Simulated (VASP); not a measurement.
C, 10 atoms in the cell. The structure is monoclinic, space group Cm (No. 8). Conventional cell: a = 4.315 Å, b = 2.491 Å, c = 10.260 Å, α = 90.00°, β = 92.01°, γ = 90.00°. Within 2.0 Å of C (site symmetry m) lie 4 C at 1.53 Å. Within 2.0 Å of C (site symmetry m) lie 4 C at 1.53 Å. Within 2.0 Å of C (site symmetry m) lie 4 C at 1.53 Å. C (site symmetry m) has 4 C at 1.53 Å within 2.0 Å. C (site symmetry m) has 4 C at 1.53 Å within 2.0 Å. Within 2.0 Å of C (site symmetry m) lie 4 C at 1.53 Å. Within 2.0 Å of C (site symmetry m) lie 4 C at 1.53 to 1.89 Å. C (site symmetry m) has 4 C at 1.53 to 1.55 Å within 2.0 Å. 

```yaml
Program: VASP 6.6.1
Task: single point
Functional: LDA
Potentials_or_basis: VASP PAW LDA potentials, release 64 (C)
Cutoff: 520 eV
k_mesh: 10 × 10 × 3
Occupations: gaussian, width 0.05 eV
Spin: no spin polarisation
Dipole_correction: no
Further_INCAR_settings: ALGO = Normal; EDIFF = 1e-07; NBANDS = 31
```

Potentials or basis: VASP PAW LDA potentials, release 64 (C).

Command:

```sh
$ cat potpaw_LDA.64/C/POTCAR > POTCAR
$ mpirun -np 1 vasp_std > vasp.out
```

Hardware: 1 thread of Intel(R) Xeon(R) 6975P-C (Granite Rapids), on a shared host.

Question: Estimate the wall time of this run.

Answer: It took 75 s on 1 thread of Intel(R) Xeon(R) 6975P-C (Granite Rapids), on a shared host, peak memory 0.2 GiB. Counts: scf iterations 15, k points 86.
